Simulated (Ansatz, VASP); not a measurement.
# Two plane-wave programs on K

```xyz
1
Lattice="-2.6976 2.6976 2.6976 2.6976 -2.6976 2.6976 2.6976 2.6976 -2.6976" Properties=species:S:1:pos:R:3 pbc="T T T"
K     0.0000    0.0000    0.0000
```

Alike in both runs: task single point; functional PBE; dispersion D4; k mesh 7 × 7 × 7; collinear spin.

|  | VASP | Ansatz |
| --- | --- | --- |
| version | VASP 6.6.1 | Ansatz 0.2.0 |
| potentials or method | VASP PAW PBE potentials, release 64 (K_sv) | Ansatz PAW polarizable |
| plane-wave cutoff (eV) | 500 | 420 |
| occupations | methfessel-paxton of order 1, width 0.05 eV | cold, width 0.05 eV |
| valence electrons in the cell | 9 | 9 |

Ansatz gave:

```
gap on the k mesh at the Fermi level (eV) : none
pressure (GPa)                            : -0.3
net moment per atom (μB)                  : 0.05
```

What did VASP give for the same quantities?

gap on the k mesh at the Fermi level (eV): none; pressure (GPa): -0.4; net moment per atom (μB): 0.04.

A gap of «none» marks a metal or a gap that the smearing closes.
